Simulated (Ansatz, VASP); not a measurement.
# YGa3N4 in VASP and in Ansatz

```xyz
8
Lattice="6.0882 -1.6677 -0.0249 6.0882 1.6677 -0.0249 -2.6934 0.0000 5.1299" Properties=species:S:1:pos:R:3 pbc="T T T"
Ga   -0.9511    0.0000    1.6373
Ga    0.6195    0.0000    4.6813
Ga    3.8819    0.0000    4.3009
N     9.5544    0.0000    0.5623
N    -1.1970    0.0000    3.7129
N     2.1337    0.0000    3.5053
N     6.0664    0.0000    1.0930
Y     8.0188    0.0000    2.1473
```

Alike in both runs: task single point; functional PBE; k mesh 8 × 8 × 6; occupations fermi-dirac, width 0.02 eV; no spin polarisation.

|  | VASP | Ansatz |
| --- | --- | --- |
| version | VASP 6.6.1 | Ansatz 0.2.0 |
| potentials or method | VASP PAW PBE potentials, release 64 (Ga_d, N, Y_sv) | plane waves, PAW |
| plane-wave cutoff (eV) | 520 | 420 |
| valence electrons in the cell | 70 | 70 |

VASP gave:

- gap on the k mesh at the Fermi level (eV): 1.34
- pressure (GPa): 4.3
- rms of the force components (eV/Å): 0.082

Question: What did Ansatz give for the same quantities?

Answer: gap on the k mesh at the Fermi level (eV): 1.34; pressure (GPa): 4.3; rms of the force components (eV/Å): 0.077.
